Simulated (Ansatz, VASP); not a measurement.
Mn: VASP beside Ansatz

INCAR

```
SYSTEM = Mn
PREC = Accurate
ENCUT = 520
EDIFF = 1E-7
ISMEAR = -1
SIGMA = 0.05
LREAL = .False.
LASPH = .True.
NELM = 150
ALGO = Normal
ISIF = 2
LWAVE = .False.
LCHARG = .True.
ISPIN = 2
MAGMOM = 3 3
LORBIT = 11
NUPDOWN = 6.0
LMAXMIX = 4
GGA = PE
LELF = .True.
LVHAR = .True.
NBANDS = 24
```

Contents of KPOINTS:

```
Automatic mesh
0
Gamma
  10 10 6
  0 0 0
```

File POSCAR:

```
Mn
1.0
    2.4836457705      0.0000000000      0.0000000000
   -1.2418228853      2.1509003313      0.0000000000
    0.0000000000      0.0000000000      4.0261950000
Mn
2
Direct
    0.3333333333      0.6666666667      0.2500000000
    0.6666666667      0.3333333333      0.7500000000
```

The input input.yaml:

```yaml
crystal:
  lattice:
    - [2.4836457705, 0.0, 0.0]
    - [-1.2418228853, 2.1509003313, 0.0]
    - [0.0, 0.0, 4.026195]
  atoms:
    - { symbol: Mn, position: [0.3333333333, 0.6666666667, 0.25], spin: 3.0 }
    - { symbol: Mn, position: [0.6666666667, 0.3333333333, 0.75], spin: 3.0 }
hamiltonian:
  xc: pbe
  pseudopotentials: { kind: paw }
magnetization:
  spin_polarized: true
  initial_magnetization: 6.0
  spin_locking: { lock_magnetization: hard }
kpoints:
  mp_grid: { grid: [10, 10, 6] }
scf:
  occupations: { method: fermi_dirac, width: 0.05 }
  lower_state_search: "off"
output:
  forces: true
  stress: true
  eigenvalues: true
  write_density: true
  write_potential: true
  elf: true
  volumetric_format: npy
```

Alike in both runs: task single point; functional PBE; k mesh 10 × 10 × 6; occupations fermi-dirac, width 0.05 eV; collinear spin; fixed moment 6 μB.

|  | VASP | Ansatz |
| --- | --- | --- |
| version | VASP 6.6.1 | Ansatz 0.2.0 |
| potentials or method | VASP PAW PBE potentials, release 64 (Mn_pv) | Ansatz PAW |
| plane-wave cutoff (eV) | 520 | 420 |
| valence electrons in the cell | 26 | 30 |

|  | VASP | Ansatz | Ansatz less VASP |
| --- | --- | --- | --- |
| net moment per atom (μB) | 3.00 | 3.00 | 0.000 |
| size of the moment on the site where the two differ most (μB) | 2.89 | 2.83 | -0.066 |

Site moments also hang on the region over which each program counts them. VASP's potentials hold 26 valence electrons a cell and Ansatz's 30, so a difference there can come from the potentials and not from the codes.
